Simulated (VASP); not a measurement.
Here is a VASP 6.6.1 calculation.

The input INCAR:

```
ALGO = Fast ; EDIFF = 1E-6
ENCUT = 520 ; GGA = PS
ISIF = 2 ; ISMEAR = 0
LASPH = True ; LCHARG = True
LELF = True ; LREAL = False
LVHAR = True ; LWAVE = False
NBANDS = 60 ; NELM = 60
PREC = Accurate ; SIGMA = 0.1
```

Contents of KPOINTS:

```
k-points
0
Gamma
  12 12 2
```

POSCAR

```
Ag
1.0
    2.8974285914      0.0000000000      0.0000000000
   -1.4487142957      2.5092467658      0.0000000000
    0.0000000000      0.0000000000     20.9326635428
Ag
9
Direct
    0.0000000000      0.0000000000      0.0000000000
    0.0000000000      0.0000000000      0.7776871197
    0.3333333333      0.6666666667      0.8889795469
    0.6666666667      0.3333333333      0.3333333333
    0.6666666667      0.3333333333      0.1110204531
    0.0000000000      0.0000000000      0.2223128803
    0.3333333333      0.6666666667      0.6666666667
    0.3333333333      0.6666666667      0.4443537864
    0.6666666667      0.3333333333      0.5556462136
```

Potentials or basis: VASP PAW PBE potentials, release 64 (Ag).

Launch:

```bash
$ cat potpaw_PBE.64/Ag/POTCAR > POTCAR
$ mpirun -np 1 vasp_std > vasp.out
```

Question: What does it give for the band gap on the k mesh?

Answer: Zero (an odd number of electrons rules out a gap without spin polarisation).

Question: What does it give for the largest force?

Answer: 0.010 eV/Å.

Stress tensor (GPa, compression positive):
```
-1.90  0.00  0.00
 0.00 -1.90  0.00
 0.00  0.00 -1.09
```

Caveat: the cell differs from its parent crystal (biaxial strain in the a-b plane: +1.0 %); the PAW data sets were made with another functional, which shifts forces and pressure a little.
